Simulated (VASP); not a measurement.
# Mo (I4/mmm) in VASP: further runs, part 2 of 2

VASP 6.6.1.

## Step 4: Single point, PBE (engineering shear strain xz +0.0000, normal strain along z -0.0750)

Input file INCAR:

```
PREC = Accurate
ENCUT = 520
EDIFF = 1E-7
ISMEAR = 0
SIGMA = 0.15
LREAL = F
LASPH = T
NELM = 80
ALGO = Normal
ISIF = 2
LWAVE = F
LCHARG = F
GGA = PE
NBANDS = 13
```

Input file KPOINTS:

```
Automatic mesh
0
Gamma
  20 20 20
```

Input file POSCAR:

```
Mo
1.0
    0.0000000000      2.0010280217      1.8509509201
    2.0010280217      0.0000000000      1.8509509201
    2.0010280217      2.0010280217      0.0000000000
Mo
1
Direct
    0.0000000000      0.0000000000      0.0000000000
```

Potentials or basis: VASP PAW PBE potentials, release 64 (Mo_sv).

On the command line:

```console
cat potpaw_PBE.64/Mo_sv/POTCAR > POTCAR
mpirun -np 1 vasp_std > vasp.out
```

OUTCAR:

```text
PREC = Accurate
   ENCUT = 520
   EDIFF = 1E-7
   ISMEAR = 0
   LREAL = F
   LASPH = T
   NELM = 80
   ISIF = 2
   GGA = PE

 ion  position               nearest neighbor table
   1  0.000  0.000  0.000-

  LATTYP: Found a body centered tetragonal cell.
 ALAT       =     2.8298809670
 C/A-ratio  =     1.3081475452

  Lattice vectors:

 A1 = (   0.0000000000,  -2.0010280217,  -1.8509509201)
 A2 = (   0.0000000000,   2.0010280217,  -1.8509509201)
 A3 = (   2.0010280217,   0.0000000000,   1.8509509201)

Analysis of symmetry for initial positions (statically):
=====================================================================
 Subroutine PRICEL returns:
 Original cell was already a primitive cell.

 Routine SETGRP: Setting up the symmetry group for a
 body centered tetragonal supercell.

 Subroutine GETGRP returns: Found 16 space group operations
 (whereof 16 operations were pure point group operations)
 out of a pool of 16 trial point group operations.

The static configuration has the point symmetry D_4h.

Analysis of symmetry for dynamics (positions and initial velocities):
=====================================================================
 Subroutine PRICEL returns:
 Original cell was already a primitive cell.

 Routine SETGRP: Setting up the symmetry group for a
 body centered tetragonal supercell.

 Subroutine GETGRP returns: Found 16 space group operations
 (whereof 16 operations were pure point group operations)
 out of a pool of 16 trial point group operations.

The dynamic configuration has the point symmetry D_4h.

 Subroutine INISYM returns: Found 16 space group operations
 (whereof 16 operations are pure point group operations),
 and found     1 'primitive' translations

----------------------------------------------------------------------------------------

                                     Primitive cell

  volume of cell :      14.8228

  direct lattice vectors                    reciprocal lattice vectors
     0.000000000  2.001028022  1.850950920    -0.249871563  0.249871563  0.270131420
     2.001028022  0.000000000  1.850950920     0.249871563 -0.249871563  0.270131420
     2.001028022  2.001028022  0.000000000     0.249871563  0.249871563 -0.270131420

  length of vectors
     2.725826930  2.725826930  2.829880967     0.444794987  0.444794987  0.444794987

  position of ions in fractional coordinates (direct lattice)
     0.000000000  0.000000000  0.000000000

  ion indices of the primitive-cell ions
   primitive index   ion index
                 1           1

----------------------------------------------------------------------------------------

 KPOINTS: Automatic mesh

Automatic generation of k-mesh.
 Grid dimensions read from file:
 generate k-points for:   20   20   20

 Generating k-lattice:

  Cartesian coordinates                     Fractional coordinates (reciprocal lattice)
    -0.012493578  0.012493578  0.013506571     0.050000000  0.000000000  0.000000000
     0.012493578 -0.012493578  0.013506571     0.000000000  0.050000000  0.000000000
     0.012493578  0.012493578 -0.013506571    -0.000000000 -0.000000000  0.050000000

  Length of vectors
     0.022239749  0.022239749  0.022239749

  Shift w.r.t. Gamma in fractional coordinates (k-lattice)
     0.000000000  0.000000000  0.000000000

 Subroutine IBZKPT returns following result:
 ===========================================

 Found    641 irreducible k-points:

 Following reciprocal coordinates:
            Coordinates               Weight
  0.000000  0.000000  0.000000      1.000000
  0.050000 -0.000000  0.000000      8.000000
  0.100000 -0.000000  0.000000      8.000000
  0.150000  0.000000  0.000000      8.000000
  0.200000 -0.000000  0.000000      8.000000
  0.250000 -0.000000  0.000000      8.000000
[... 16 lines left out ...]
 -0.400000  0.050000  0.000000      8.000000
 -0.350000  0.050000  0.000000      8.000000
 [... further k-points ...]
   k-points           NKPTS =    641   k-points in BZ     NKDIM =    641   number of bands    NBANDS=     13
   number of dos      NEDOS =    301   number of ions     NIONS =      1
   total plane-waves  NPLWV =   9600
   dimension x,y,z NGX =    20 NGY =   20 NGZ =   24
   dimension x,y,z NGXF=    40 NGYF=   40 NGZF=   48
   ions per type =               1
   NGX,Y,Z   is equivalent  to a cutoff of  12.20, 12.20, 14.10 a.u.
   NGXF,Y,Z  is equivalent  to a cutoff of  24.40, 24.40, 28.20 a.u.
 SYSTEM =  unknown system
   PREC   = accura    normal or accurate (medium, high low for compatibility)
   ISTART =      0    job   : 0-new  1-cont  2-samecut
   ICHARG =      2    charge: 1-file 2-atom 10-const
   ISPIN  =      1    spin polarized calculation?
   LNONCOLLINEAR =      F non collinear calculations
   LSORBIT =      F    spin-orbit coupling
   LASPH  =      T    aspherical Exc in radial PAW
   ENCUT  =  520.0 eV  38.22 Ry    6.18 a.u.   5.07  5.07  5.26*2*pi/ulx,y,z
   NELM   =     80;   NELMIN=  2; NELMDL= -5     # of ELM steps
   EDIFF  = 0.1E-06   stopping-criterion for ELM
   LREAL  =      F    real-space projection
   EDIFFG = 0.1E-05   stopping-criterion for IOM
   NSW    =      0    number of steps for IOM
   IBRION =     -1    ionic relax: 0-MD 1-quasi-New 2-CG
   NFREE  =      0    steps in history (QN), initial steepest desc. (CG)
   ISIF   =      2    stress and relaxation
   ISYM   =      2    0-nonsym 1-usesym 2-fastsym
   POTIM  = 0.5000    time-step for ionic-motion
   TEBEG  =    0.0;   TEEND  =   0.0 temperature during run
   PSTRESS=    0.0 pullay stress
   NELECT =      14.0000    total number of electrons
   NUPDOWN=      -1.0000    fix difference up-down
   EMIN   =  10.00;   EMAX   =-10.00  energy-range for DOS
   EFERMI =   0.00;   METHOD = LEGACY
   ISMEAR =     0;   SIGMA  =   0.15  broadening in eV -4-tet -1-fermi 0-gaus
   EFERMI_NEDOS =   21; number of points for ismear=-14 and -15
   IALGO  =     38    algorithm
   IMIX   =      4    mixing-type and parameters
     AMIX     =   0.40;   BMIX     =  1.00
     AMIX_MAG =   1.60;   BMIX_MAG =  1.00
  volume/ion in A,a.u.               =      14.82       100.03
  Fermi-wavevector in a.u.,A,eV,Ry     =   1.606228  3.035330 35.102585  2.579967
  Thomas-Fermi vector in A             =   2.702449
   LORBIT       =      0    0 simple, 1 ext, 2 COOP (PROOUT), +10 PAW based schemes
   GGA     = PE    functional components
   LHFCALC =     F    Hartree Fock is set to
   AEXX    =    0.0000 exact exchange contribution
   IVDW    =     0    specifies the selected vdW correction
   LEPSILON=     F    determine dielectric tensor
   LRPA    =     F    only Hartree local field effects (RPA)
 non-spin polarized calculation
 Gauss-broadening in eV      SIGMA  =   0.15
  energy-cutoff  :      520.00
  volume of cell :       14.82
 maximum number of plane-waves:       426
   NGX = 11   NGY = 11   NGZ = 11

 number of electron      14.0000002 magnetization

 Free energy of the ion-electron system (eV)
  ---------------------------------------------------
  ext. energy  EPLUGINS =         0.00000000
  ---------------------------------------------------
  free energy    TOTEN  =       -10.47916450 eV

  energy without entropy =      -10.46644911  energy(sigma->0) =      -10.47280681

 E-fermi :  13.1419     XC(G=0): -13.6758

 val. band max:       13.1364555120   @ k =   0.2500  -0.0000   0.0000
 cond. band min:      13.1431500406   @ k =   0.4000   0.0500   0.1000
 fundamental gap:      0.0066945286
 Fermi energy:        13.1418581559

 k-point     1 :       0.0000    0.0000    0.0000
  band No.  band energies     occupation
      1     -47.6933      2.00000
      2     -20.8597      2.00000
      3     -20.8597      2.00000
      4     -20.8149      2.00000
      5       6.0747      2.00000
      6      11.8980      2.00000
      7      11.8980      2.00000
      8      12.8719      1.98908
      9      14.4424      0.00000
     10      15.7587      0.00000
     11      26.2498      0.00000
     12      30.8653      0.00000
     13      30.8653      0.00000
[... 353 lines left out ...]
 k-point    24 :      -0.3500    0.0500    0.0000
  band No.  band energies     occupation
      1     -47.4342      2.00000
      2     -22.2263      2.00000
      3     -21.1009      2.00000
      4     -20.9897      2.00000
      5       8.2843      2.00000
      6      11.7335      2.00000
      7      12.5388      2.00000
      8      13.2034      0.56177
      9      16.3093      0.00000
     10      16.9068      0.00000
     11      25.8077      0.00000
     12      28.5006      0.00000
     13      34.5207      0.00000

 [... further k-points ...]
[... 5 lines left out ...]
  --------------------------------------------------------------------------------------
  -------------------------------------------------------------------------------------
  Total        2.6263954      2.6263954      1.0674550      0.0000000      0.0000000     -0.0000000
  in kB      283.8830443    283.8830443    115.3795688      0.0000000      0.0000000     -0.0000000
  external PRESSURE =     227.7152191 kB  Pullay stress =       0.0000000 kB

 VOLUME and BASIS-vectors are now :
 -----------------------------------------------------------------------------
  energy-cutoff  :      520.00
  volume of cell :       14.82
      direct lattice vectors                 reciprocal lattice vectors
     0.000000000  2.001028022  1.850950920    -0.249871563  0.249871563  0.270131420
     2.001028022  0.000000000  1.850950920     0.249871563 -0.249871563  0.270131420
     2.001028022  2.001028022  0.000000000     0.249871563  0.249871563 -0.270131420

 POSITION                                       TOTAL-FORCE (eV/Angst)
 -----------------------------------------------------------------------------------
      0.00000      0.00000      0.00000         0.000000      0.000000      0.000000
 -----------------------------------------------------------------------------------
    total drift:                                0.000000     -0.000000      0.000000

  FREE ENERGIE OF THE ION-ELECTRON SYSTEM (eV)
  ---------------------------------------------------
  free  energy   TOTEN  =       -10.4791645000 eV

  energy  without entropy=      -10.4664491149  energy(sigma->0) =      -10.47280681
```

Wall time 68 s (1 thread of Intel Xeon Platinum 8488C (Sapphire Rapids), shared host); peak memory 0.23 GiB.

What came out:

- Free energy: -10.4792 eV
- Pressure: 22.8 GPa
- Band gap on the k mesh: zero (band 7 reaches 17.41 eV, above the bottom of band 8 at 12.24 eV)

Caveat: the cell differs from its parent crystal (engineering shear strain xz +0.0000, normal strain along z -0.0750).

## Step 5: Overview

```csv
cell,gap on the mesh (eV),pressure (GPa)
"a = 3.050, b = 3.050, c = 2.830 Å, angles 62.4, 62.4, 55.3°, 1 atom",none,-24.6
"a = 2.626, b = 2.626, c = 2.830 Å, angles 57.4, 57.4, 65.2°, 1 atom",none,55.9
"a = 2.726, b = 2.726, c = 2.830 Å, angles 58.7, 58.7, 62.5°, 1 atom",none,22.8
```

Alike in all rows: task single point; level PBE; potentials or basis VASP PAW PBE potentials, release 64 (Mo_sv); no spin polarisation; k mesh 20 × 20 × 20; cutoff (eV) 520; smearing gaussian 0.15 eV.

Total energies depend on the potentials used, so only differences within one code and one set of settings carry meaning.
